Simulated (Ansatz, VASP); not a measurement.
**Two plane-wave programs on GaAs**

INCAR

```
PREC = Accurate
ENCUT = 520
EDIFF = 1E-6
ISMEAR = 1
SIGMA = 0.01
LREAL = F
LASPH = T
NELM = 150
ALGO = Normal
ISIF = 2
LWAVE = F
LCHARG = F
MAGMOM = 0 0 0 0 0 0
LORBIT = 11
LSORBIT = T
GGA_COMPAT = F
LORBMOM = T
GGA = PS
NBANDS = 30
```

File KPOINTS:

```
Automatic mesh
0
Gamma
  8 8 8
```

POSCAR

```
GaAs
1.0
    0.0000000000      2.8290523326      2.8290523326
    2.8290523326      0.0000000000      2.8290523326
    2.8290523326      2.8290523326      0.0000000000
Ga As
1 1
Direct
    0.0000000000      0.0000000000      0.0000000000
    0.7500000000      0.7500000000      0.7500000000
```

Input for Ansatz:

```yaml
crystal:
  lattice:
    - [0.0, 2.82905233261, 2.82905233261]
    - [2.82905233261, 0.0, 2.82905233261]
    - [2.82905233261, 2.82905233261, 0.0]
  atoms:
    - { symbol: Ga, position: [0.0, 0.0, 0.0] }
    - { symbol: As, position: [0.75, 0.75, 0.75] }
kpoints:
  mp_grid: { grid: [8, 8, 8] }
scf:
  occupations: { method: methfessel_paxton, width: 0.01 }
hamiltonian:
  xc: pbesol
  pseudopotentials: { kind: paw_fr }
magnetization:
  noncollinear: true
  spin_orbit: true
output:
  forces: true
  stress: true
  eigenvalues: true
  eigenstates:
    nscf_kmesh: { grid: [10, 10, 10] }
    de_dk: true
    e_range: [-9, 10.42466883815]
checkpoint:
  write: ck
  write_wavefunctions: false
```

Alike in both runs: task single point; functional PBEsol; k mesh 8 × 8 × 8; occupations methfessel-paxton of order 1, width 0.01 eV; non-collinear spin, spin-orbit coupling.

|  | VASP | Ansatz |
| --- | --- | --- |
| version | VASP 6.6.1 | Ansatz 0.2.0 |
| potentials or method | VASP PAW PBE potentials, release 64 (Ga_d, As) | PAW with Ansatz's default frozen-core files, fully relativistic files with spin-orbit coupling |
| plane-wave cutoff (eV) | 520 | 420 |
| valence electrons in the cell | 18 | 28 |

|  | VASP | Ansatz | Ansatz less VASP |
| --- | --- | --- | --- |
| pressure (GPa) | 0.2 | 0.0 | -0.15 |
| net moment per atom (μB) | 0.00 | 0.00 | 0.000 |

VASP's potentials were made for PBE, not for PBEsol. VASP's potentials hold 18 valence electrons a cell and Ansatz's 28, so a difference there can come from the potentials and not from the codes.
